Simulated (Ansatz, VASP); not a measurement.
# Two plane-wave programs on MgI2

The input INCAR:

```
PREC = Accurate
ENCUT = 520
EDIFF = 1E-6
ISMEAR = 0
SIGMA = 0.05
LREAL = F
LASPH = T
NELM = 80
ALGO = Normal
ISIF = 2
LWAVE = F
LCHARG = F
LDIPOL = T
IDIPOL = 3
DIPOL = 0.5 0.5 0.404
GGA = PE
IVDW = 12
NBANDS = 25
```

File KPOINTS:

```
Automatic mesh
0
Gamma
  9 9 1
```

Contents of POSCAR:

```
MgI2
1.0
    4.1311064662      0.0000000000      0.0000000000
   -2.0655532331      3.5776431455      0.0000000000
    0.0000000000      0.0000000000     24.2265088138
I Mg
4 2
Direct
    0.3333333333      0.6666666667      0.1857469450
    0.6666666667      0.3333333333      0.3245723297
    0.7777777778      0.5555555556      0.4826636185
    0.4444444444      0.8888888889      0.6214890032
    0.0000000000      0.0000000000      0.2551596374
    1.1111111111      1.2222222222      0.5520763108
```

Input for Ansatz:

```yaml
crystal:
  lattice:
    - [4.1311064662, 0.0, 0.0]
    - [-2.0655532331, 3.5776431455, 0.0]
    - [0.0, 0.0, 24.2265088138]
  atoms:
    - { symbol: I, position: [0.3333333333, 0.6666666667, 0.185746945] }
    - { symbol: Mg, position: [0.0, 0.0, 0.2551596374] }
    - { symbol: I, position: [0.6666666667, 0.3333333333, 0.3245723297] }
    - { symbol: I, position: [0.7777777778, 0.5555555556, 0.4826636185] }
    - { symbol: Mg, position: [1.1111111111, 1.2222222222, 0.5520763108] }
    - { symbol: I, position: [0.4444444444, 0.8888888889, 0.6214890032] }
basis:
  ecutwfc: 420
kpoints:
  mp_grid: { grid: [9, 9, 1] }
hamiltonian:
  xc: pbe
  dispersion: d3bj
scf:
  occupations: { method: gaussian, width: 0.05 }
output:
  forces: true
  eigenvalues: true
efield:
  axis: 3
  dipole_correction: true
  ramp_width: 0.04
```

Alike in both runs: task single point; functional PBE; dispersion D3(BJ); k mesh 9 × 9 × 1; occupations gaussian, width 0.05 eV; no spin polarisation.

|  | VASP | Ansatz |
| --- | --- | --- |
| version | VASP 6.6.1 | Ansatz 0.2.0 |
| potentials or method | VASP PAW PBE potentials, release 64 (I, Mg), cutoff 520 eV | scalar-relativistic, plane waves, PAW |
| valence electrons in the cell | 32 | 88 |

|  | VASP | Ansatz | Ansatz less VASP |
| --- | --- | --- | --- |
| gap on the k mesh at the Fermi level (eV) | 3.53 | 3.55 | +0.017 |
| least direct gap on the mesh (eV) | 3.93 | 3.94 | +0.014 |
| rms of the force components (eV/Å) | 0.037 | 0.034 | -0.0031 |

VASP's potentials hold 32 valence electrons a cell and Ansatz's 88, so a difference there can come from the potentials and not from the codes.

Spin-orbit coupling is off throughout.
